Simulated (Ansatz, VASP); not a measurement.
**One calculation of CdS, two programs**

INCAR

```
PREC = Accurate
ENCUT = 520
EDIFF = 1E-6
ISMEAR = 0
SIGMA = 0.01
LREAL = F
LASPH = T
NELM = 80
ALGO = Normal
ISIF = 2
LWAVE = F
LCHARG = F
GGA = PE
NBANDS = 26
```

The input KPOINTS:

```
regular mesh
0
Gamma
  3 3 2
```

The input POSCAR:

```
CdS
1.0
    4.1500000000      0.0000000000      0.0000000000
   -2.0750000000      3.5940100000      0.0000000000
    0.0000000000      0.0000000000      6.7370000000
Cd S
2 2
Direct
    0.3333333333      0.6666666667      0.0000000000
    0.6666666667      0.3333333333      0.5000000000
    0.3333333333      0.6666666667      0.3750000000
    0.6666666667      0.3333333333      0.8750000000
```

Input for Ansatz:

```yaml
crystal:
  lattice:
    - [4.15, 0.0, 0.0]
    - [-2.075, 3.59401, 0.0]
    - [0.0, 0.0, 6.737]
  atoms:
    - { symbol: Cd, position: [0.3333333333333333, 0.6666666666666666, 0.0] }
    - { symbol: Cd, position: [0.6666666666666665, 0.3333333333333333, 0.5] }
    - { symbol: S, position: [0.3333333333333333, 0.6666666666666666, 0.37499999999999994] }
    - { symbol: S, position: [0.6666666666666665, 0.3333333333333333, 0.875] }
kpoints:
  mp_grid:
    grid: [3, 3, 2]
hamiltonian:
  xc: pbe
scf:
  occupations:
    method: fixed
output:
  eigenvalues: true
```

Alike in both runs: task single point; functional PBE; k mesh 3 × 3 × 2; no spin polarisation.

|  | VASP | Ansatz |
| --- | --- | --- |
| version | VASP 6.6.1 | Ansatz 0.2.0 |
| potentials or method | VASP PAW PBE potentials, release 64 (Cd, S) | plane waves, PAW |
| plane-wave cutoff (eV) | 520 | 420 |
| occupations | gaussian, width 0.01 eV | fixed |
| valence electrons in the cell | 36 | 52 |

Ansatz gave:

```
gap on the k mesh at the Fermi level (eV) : 1.17
```

Task: Estimate VASP's values.

Result: gap on the k mesh at the Fermi level (eV): 1.18.

VASP's potentials hold 36 valence electrons a cell and Ansatz's 52, so a difference there can come from the potentials and not from the codes.

The k mesh is coarse, so the values compare programs but aren't converged.
